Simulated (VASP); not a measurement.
A run of VASP 6.6.1:

The input INCAR:

```
PREC     = Accurate       # precision mode
ENCUT    = 520            # plane-wave cutoff, eV
EDIFF    = 1E-6           # SCF threshold, eV
ISMEAR   = 0              # smearing method
SIGMA    = 0.05           # smearing width, eV
LREAL    = F              # projectors in reciprocal space
LASPH    = T              # aspherical terms in the spheres
NELM     = 100            # most SCF steps
ALGO     = Normal         # electronic algorithm
ISIF     = 2              # what is computed and relaxed
LWAVE    = F              # write WAVECAR
LCHARG   = F              # write CHGCAR
GGA      = PE             # functional
NBANDS   = 11             # bands
```

Contents of KPOINTS:

```
regular mesh
0
Gamma
  8 8 8
```

POSCAR

```
Si
1.0
    0.0000000000      2.7142499456      2.9261938960
    2.5638381098      0.0000000000      2.9261938960
    2.5638381098      2.7142499456      0.0000000000
Si
2
Direct
    0.5000000000      0.5000000000      0.5000000000
    0.7500000000      0.7500000000      0.7500000000
```

Potentials or basis: VASP PAW PBE potentials, release 64 (Si).

The run is started by

```sh
$ cat potpaw_PBE.64/Si/POTCAR > POTCAR
$ mpirun -np 1 vasp_std > vasp.out
```

Hardware: 1 thread of AMD EPYC 7R43 64-Core Processor (Zen 3) (shared host).

Question: How long does it take, and how much memory?

Answer: Wall time 39 s on 1 thread of AMD EPYC 7R43 64-Core Processor (Zen 3), with other jobs on the host, peak memory 0.14 GiB. Counts: scf iterations 11, k points 95.
